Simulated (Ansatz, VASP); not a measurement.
One calculation of SrO, two programs

File INCAR:

```
PREC     = Accurate       # precision mode
ENCUT    = 520            # plane-wave cutoff, eV
EDIFF    = 1E-7           # SCF threshold, eV
ISMEAR   = 0              # smearing method
SIGMA    = 0.01           # smearing width, eV
LREAL    = F              # projectors in reciprocal space
LASPH    = T              # aspherical terms in the spheres
NELM     = 60             # most SCF steps
ALGO     = Normal         # electronic algorithm
ISIF     = 2              # what is computed and relaxed
LWAVE    = F              # write WAVECAR
LCHARG   = F              # write CHGCAR
GGA      = RP             # functional
NBANDS   = 15             # bands
```

Contents of KPOINTS:

```
regular mesh
0
Gamma
  5 5 5
```

POSCAR

```
SrO
1.0
    0.0000000000      2.5663000000      2.5663000000
    2.5663000000      0.0000000000      2.5663000000
    2.5663000000      2.5663000000      0.0000000000
Sr O
1 1
Direct
    0.5000000000      0.5000000000      0.5000000000
    0.0000000000      0.0000000000      0.0000000000
```

Input for Ansatz:

```yaml
crystal:
  lattice:
    - [0.0, 2.5663, 2.5663]
    - [2.5663, 0.0, 2.5663]
    - [2.5663, 2.5663, 0.0]
  atoms:
    - { symbol: Sr, position: [0.5, 0.5, 0.5] }
    - { symbol: O, position: [0.0, 0.0, 0.0] }
accuracy: medium
kpoints:
  mp_grid:
    grid: [5, 5, 5]
hamiltonian:
  xc: rpbe
scf:
  n_extra_bands: 16
  mixing:
    algorithm: msr1
  occupations:
    method: fixed
output:
  forces: true
  stress: true
```

Alike in both runs: task single point; functional RPBE; k mesh 5 × 5 × 5; no spin polarisation.

|  | VASP | Ansatz |
| --- | --- | --- |
| version | VASP 6.6.1 | Ansatz 0.2.0 |
| potentials or method | VASP PAW PBE potentials, release 64 (Sr_sv, O) | plane waves, PAW |
| plane-wave cutoff (eV) | 520 | 420 |
| occupations | gaussian, width 0.01 eV | fixed |
| valence electrons in the cell | 16 | 16 |

|  | VASP | Ansatz | Ansatz less VASP |
| --- | --- | --- | --- |
| pressure (GPa) | 7.0 | 6.4 | -0.61 |

VASP's potentials were made for PBE, not for RPBE.

The k mesh is coarse, so the values compare programs but aren't converged.
